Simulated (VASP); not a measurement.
**Mo: single point with PBE**

Mo:

```
CELL_PARAMETERS angstrom
-1.78947 1.58700 1.58700
1.58700 -1.78947 1.58700
1.58700 1.58700 -1.78947
ATOMIC_POSITIONS crystal
Mo 0.00000 0.00000 0.00000
```

* Program: VASP 6.6.1
* Task: single point
* Functional: PBE
* Potentials or basis: VASP PAW PBE potentials, release 64 (Mo_sv)
* Cutoff: 520 eV
* k mesh: 22 × 22 × 22
* Occupations: gaussian, width 0.15 eV
* Spin: no spin polarisation
* Dipole correction: no
* Further INCAR settings: ALGO = Fast; EDIFF = 1e-07; NBANDS = 13

- Pressure: 9.2 GPa
- Band gap on the k mesh: zero (band 7 reaches 15.29 eV, above the bottom of band 8 at 11.31 eV)

Stress tensor (GPa, compression positive):
```
 9.19 20.16 20.16
20.16  9.19 20.16
20.16 20.16  9.19
```

Levels at points of the mesh, in eV from the Fermi level:
```
           k point  band 3  band 4  band 5  band 6  band 7  band 8  band 9  band 10  band 11  band 12
(0.00, 0.00, 0.00)  -34.83  -33.93   -7.15   -3.51   -1.15   -1.15    2.72     2.72    12.66    16.04
(0.50, 0.00, 0.00)  -35.03  -34.64   -5.39   -3.21    1.13    1.23    2.82     4.84    11.23    13.85
(0.50, 0.50, 0.00)  -35.06  -33.99   -5.26   -4.18    0.59    2.98    3.02     4.24     9.68    11.94
(0.50, 0.50, 0.50)  -35.20  -35.20   -5.50   -5.50    2.83    2.83    5.86     8.48     8.48    11.12
```

It took 4.4 min on 1 thread of AMD EPYC 7R43 64-Core Processor (Zen 3) (shared host), peak memory 0.26 GiB.
